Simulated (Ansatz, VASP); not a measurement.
**Pt in VASP and in Ansatz**

```
Pt
1.0
     0.00000    1.96449    1.96449
     1.96449    0.00000    1.96449
     1.96449    1.96449    0.00000
Pt
1
Direct
  0.00000 0.00000 0.00000
```

Alike in both runs: functional r2SCAN; dispersion D4; k mesh 13 × 13 × 13; no spin polarisation.

Ansatz relaxed the structure, and its values are those at the end. VASP's run is a single point on that final structure, the one shown.

```csv
,VASP,Ansatz
version,VASP 6.6.1,Ansatz 0.2.0
potentials or method,"VASP PAW PBE potentials, release 64 (Pt)","plane waves, PAW"
plane-wave cutoff (eV),520,500
occupations,"methfessel-paxton of order 1, width 0.1 eV",cold
valence electrons in the cell,10,18
```

|  | VASP | Ansatz | Ansatz less VASP |
| --- | --- | --- | --- |
| pressure (GPa) | 0.7 | 0.0 | -0.72 |

VASP's potentials were made for PBE, not for r2SCAN. VASP's potentials hold 10 valence electrons a cell and Ansatz's 18, so a difference there can come from the potentials and not from the codes. Ansatz's warnings: stress scf threshold loose.

Neither program's run includes spin-orbit coupling.
